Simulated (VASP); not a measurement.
# BeS (F-43m) in VASP: G0W0 quasiparticle levels with PBE

Aim: the G0W0 quasiparticle levels of BeS with PBE.

All numbers are computed with VASP 6.6.1; they aren't measurements. Logs are shortened: lines on timing, memory, paths and dates and some standing lists are left out, and cuts for length are marked.

## Step 1: The cell of the first run

The structure is cubic, space group F-43m (No. 216). The conventional cell has a = 4.869 Å, b = 4.869 Å, c = 4.869 Å, α = 90.00°, β = 90.00°, γ = 90.00°. Be (site symmetry -43m) has 4 S at 2.11 Å within 2.8 Å. S (site symmetry -43m) has 4 Be at 2.11 Å within 2.8 Å.

## Step 2: G0W0 quasiparticle levels, PBE

Contents of POSCAR:

```
BeS
1.0
    0.0000000000      2.4343066366      2.4343066366
    2.4343066366      0.0000000000      2.4343066366
    2.4343066366      2.4343066366      0.0000000000
Be S
1 1
Direct
    0.0000000000      0.0000000000      0.0000000000
    0.2500000000      0.2500000000      0.2500000000
```

Contents of INCAR.step1:

```
SYSTEM = BeS
ALGO = Normal ; EDIFF = 1E-8
ENCUT = 500 ; GGA = PE
ISMEAR = 0 ; LASPH = .TRUE.
LCHARG = .FALSE. ; LREAL = .FALSE.
LWAVE = .TRUE. ; NELM = 60
PREC = Accurate ; SIGMA = 0.01
```

Contents of INCAR.step2:

```
SYSTEM = BeS
ALGO = Exact ; EDIFF = 1E-8
ENCUT = 500 ; GGA = PE
ISMEAR = 0 ; ISTART = 1
LASPH = .TRUE. ; LCHARG = .FALSE.
LOPTICS = .TRUE. ; LREAL = .FALSE.
LWAVE = .TRUE. ; NBANDS = 64
NELM = 1 ; PREC = Accurate
SIGMA = 0.01
```

Contents of INCAR.step3:

```
SYSTEM = BeS
ALGO = EVGW0 ; EDIFF = 1E-8
ENCUT = 500 ; ENCUTGW = 80.0
GGA = PE ; ISMEAR = 0
ISTART = 1 ; LASPH = .TRUE.
LCHARG = .FALSE. ; LREAL = .FALSE.
LWAVE = .FALSE. ; NBANDS = 64
NBANDSGW = 12 ; NELMGW = 1
NOMEGA = 48 ; PREC = Accurate
PRECFOCK = Fast ; SIGMA = 0.01
```

Contents of KPOINTS:

```
k-points
0
G
  4 4 4
  0 0 0
```

Potentials or basis: VASP PAW PBE potentials, release 64 (Be_GW, S_GW).

Started as:

```sh
> cat potpaw_PBE.64/Be_GW/POTCAR potpaw_PBE.64/S_GW/POTCAR > POTCAR
> cp INCAR.step1 INCAR
> mpirun -np 1 vasp_std > vasp.out
> cp INCAR.step2 INCAR
> mpirun -np 1 vasp_std > vasp.out
> cp INCAR.step3 INCAR
> mpirun -np 1 vasp_std > vasp.out
```

OUTCAR:

```text
SYSTEM = BeS
   EDIFF = 1E-8
   ENCUT = 500
   ENCUTGW = 80.0
   GGA = PE
   ISMEAR = 0
   ISTART = 1
   LASPH = .TRUE.
   LREAL = .FALSE.
   NELMGW = 1
   PREC = Accurate
   PRECFOCK = Fast

 ion  position               nearest neighbor table
   1  0.000  0.000  0.000-   2 2.11   2 2.11   2 2.11   2 2.11
   2  0.250  0.250  0.250-   1 2.11   1 2.11   1 2.11   1 2.11

  LATTYP: Found a face centered cubic cell.
 ALAT       =     4.8686132732

  Lattice vectors:

 A1 = (   0.0000000000,   2.4343066366,   2.4343066366)
 A2 = (   2.4343066366,   0.0000000000,   2.4343066366)
 A3 = (   2.4343066366,   2.4343066366,   0.0000000000)

Analysis of symmetry for initial positions (statically):
=====================================================================
 Subroutine PRICEL returns:
 Original cell was already a primitive cell.

 Routine SETGRP: Setting up the symmetry group for a
 face centered cubic supercell.

 Subroutine GETGRP returns: Found 24 space group operations
 (whereof 24 operations were pure point group operations)
 out of a pool of 48 trial point group operations.

The static configuration has the point symmetry T_d .

Analysis of symmetry for dynamics (positions and initial velocities):
=====================================================================
 Subroutine PRICEL returns:
 Original cell was already a primitive cell.

 Routine SETGRP: Setting up the symmetry group for a
 face centered cubic supercell.

 Subroutine GETGRP returns: Found 24 space group operations
 (whereof 24 operations were pure point group operations)
 out of a pool of 48 trial point group operations.

The dynamic configuration has the point symmetry T_d .

 Subroutine INISYM returns: Found 24 space group operations
 (whereof 24 operations are pure point group operations),
 and found     1 'primitive' translations

[... 71 lines left out ...]
   ISPIN  =      1    spin polarized calculation?
   LNONCOLLINEAR =      F non collinear calculations
   LSORBIT =      F    spin-orbit coupling
   LASPH  =      T    aspherical Exc in radial PAW
   ENCUT  =  500.0 eV  36.75 Ry    6.06 a.u.   6.28  6.28  6.28*2*pi/ulx,y,z
   NELM   =     60;   NELMIN=  2; NELMDL=  0     # of ELM steps
   EDIFF  = 0.1E-07   stopping-criterion for ELM
   LREAL  =      F    real-space projection
   EDIFFG = 0.1E-06   stopping-criterion for IOM
   NSW    =      0    number of steps for IOM
   IBRION =     -1    ionic relax: 0-MD 1-quasi-New 2-CG
   NFREE  =      0    steps in history (QN), initial steepest desc. (CG)
   ISIF   =      0    stress and relaxation
   ISYM   =      3    0-nonsym 1-usesym 2-fastsym
   POTIM  = 0.5000    time-step for ionic-motion
   TEBEG  =    0.0;   TEEND  =   0.0 temperature during run
   PSTRESS=    0.0 pullay stress
   NELECT =       8.0000    total number of electrons
   NUPDOWN=      -1.0000    fix difference up-down
   EMIN   =  10.00;   EMAX   =-10.00  energy-range for DOS
   EFERMI =   0.00;   METHOD = LEGACY
   ISMEAR =     0;   SIGMA  =   0.01  broadening in eV -4-tet -1-fermi 0-gaus
   EFERMI_NEDOS =   21; number of points for ismear=-14 and -15
   IALGO  =     38    algorithm
   IMIX   =      4    mixing-type and parameters
     AMIX     =   0.40;   BMIX     =  1.00
     AMIX_MAG =   1.60;   BMIX_MAG =  1.00
  volume/ion in A,a.u.               =      14.43        97.35
  Fermi-wavevector in a.u.,A,eV,Ry     =   1.067545  2.017368 15.505913  1.139652
  Thomas-Fermi vector in A             =   2.203165
   LORBIT       =      0    0 simple, 1 ext, 2 COOP (PROOUT), +10 PAW based schemes
   GGA     = PE    functional components
   LHFCALC =     T    Hartree Fock is set to
   PRECFOCK=fast      Normal, Fast or Accurate (Low or Medium for compatibility)
   ENCUT4O =  -1.0   cutoff for four orbital integrals eV
   NKREDX  =     1    reduce k-point grid by
   NKREDY  =     1    reduce k-point grid by
   NKREDZ  =     1    reduce k-point grid by
   AEXX    =    1.0000 exact exchange contribution
   HFSCREEN=    0.0000 screening length (either q_TF or 0.3 A-1)
   HFSCREENC=   0.0000 screening length for correlation (either q_TF or 0.3 A-1)
   ENCUTFOCK=  -1.0 apply spherical cutoff to Coloumb kernel
   IVDW    =     0    specifies the selected vdW correction
   LEPSILON=     F    determine dielectric tensor
   LRPA    =     F    only Hartree local field effects (RPA)
   LRPAFORCE           =     F    calculate RPA forces
   ENCUTGW             =  80.0    cutoff for response function in eV
   ENCUTGWSOFT         =  64.0    soft cutoff for Coulomb kernel in GW response function in eV
   ENCUTLF             =  -1.0    cutoff for local field effects
   NELMGW              =     1    number of iterations in solving QP/BSE equation
   NELMHF              =     1    number of iterations in the inner HF iteration
   NKREDLFX            =     1    NKREDLFY  =   1   NKREDLFZ  =   1
 non-spin polarized calculation
 Gauss-broadening in eV      SIGMA  =   0.01
  energy-cutoff  :      500.00
  volume of cell :       28.85
 maximum number of plane-waves:       754
 NGX is ok and might be reduce to    28
  NGX = 14; NGY = 14; NGZ = 14
   NGX = 13   NGY = 13   NGZ = 13
 maximum number of plane-waves:        59
 NGX is ok and might be reduce to    10

 QP shifts <psi_nk| G(iteration)W_0 |psi_nk>: iteration 1
 for sc-GW calculations column KS-energies equals QP-energies in previous step
 and V_xc(KS)=  KS-energies - (<T + V_ion + V_H > + <T+V_H+V_ion>^1  + <V_x>^1)

 k-point   1 :       0.0000    0.0000    0.0000
  band No.  KS-energies  QP-energies   sigma(KS)   V_xc(KS)     V^pw_x(r,r')   Z            occupation Imag(sigma)

      1      -9.9238     -10.7073     -13.8204     -12.7969     -21.3167       0.7656       2.0000       1.5958
      2       3.6985       3.0335     -14.5465     -13.7029     -16.6002       0.7884       2.0000       0.0697
      3       3.6985       3.0335     -14.5465     -13.7029     -16.6002       0.7884       2.0000       0.0697
      4       3.6985       3.0335     -14.5465     -13.7029     -16.6002       0.7884       2.0000       0.0697
      5       9.3382      10.1862      -9.4517     -10.5184      -5.2071       0.7949       0.0000      -0.0896
      6       9.3382      10.1862      -9.4517     -10.5184      -5.2071       0.7949       0.0000      -0.0896
      7       9.3382      10.1862      -9.4517     -10.5184      -5.2071       0.7949       0.0000      -0.0896
      8       9.4800      10.0923      -9.6466     -10.4162      -5.2385       0.7955       0.0000      -0.0991
      9      16.3137      17.3192     -10.1288     -11.4347      -4.9428       0.7700       0.0000      -0.2088
     10      16.3137      17.3192     -10.1288     -11.4347      -4.9428       0.7700       0.0000      -0.2088
     11      18.4840      18.5737      -8.4064      -8.5247      -2.3184       0.7581       0.0000      -0.4789
     12      20.1712      20.4125      -8.3651      -8.6743      -2.2504       0.7803       0.0000      -0.5684
[... 100 lines left out ...]
      1      -7.7559      -8.2147     -14.5682     -13.9285     -21.5811       0.7171       2.0000       1.0595
      2      -0.5221      -1.5993     -13.4236     -11.9915     -16.6418       0.7522       2.0000       0.1357
      3      -0.1174      -1.1240     -13.1204     -11.8017     -15.9977       0.7633       2.0000       0.1178
      4       0.3978      -0.5407     -12.9458     -11.7282     -15.5647       0.7707       2.0000       0.1027
      5      10.1403      10.7301      -9.7699     -10.5107      -5.6277       0.7962       0.0000      -0.0963
      6      11.7545      12.4738      -9.1859     -10.0920      -4.6353       0.7938       0.0000      -0.1131
      7      12.0695      12.8325      -9.2379     -10.2212      -4.1861       0.7760       0.0000      -0.1374
      8      12.4441      13.4063     -10.5538     -11.8058      -5.6127       0.7685       0.0000      -0.1391
      9      17.8162      18.9354     -10.4235     -11.9142      -4.5042       0.7508       0.0000      -0.3548
     10      17.9928      18.7726     -10.4409     -11.4961      -4.1889       0.7391       0.0000      -0.4402
     11      20.4504      21.5495     -10.3617     -11.8088      -4.0217       0.7595       0.0000      -0.5703
     12      22.0868      22.6952      -9.7818     -10.5489      -3.4749       0.7932       0.0000      -0.8577
```

Run time: 44 s. Hardware: 1 thread of Intel Xeon 6975P-C, shared host; peak memory 0.25 GiB.

What came out:

```yaml
Band_gap_on_the_k_mesh_mean-field_level: 3.12 eV, indirect (least direct gap 5.64 eV)
Quasiparticle_gap: 4.19 eV
Least_direct_quasiparticle_gap: 7.04 eV
```

Caveat: the k points lie up to 0.56 Å⁻¹ apart; bands, screening cutoff and mesh are small and nothing is extrapolated, so the quasiparticle values aren't converged. A k mesh can miss the band edges.
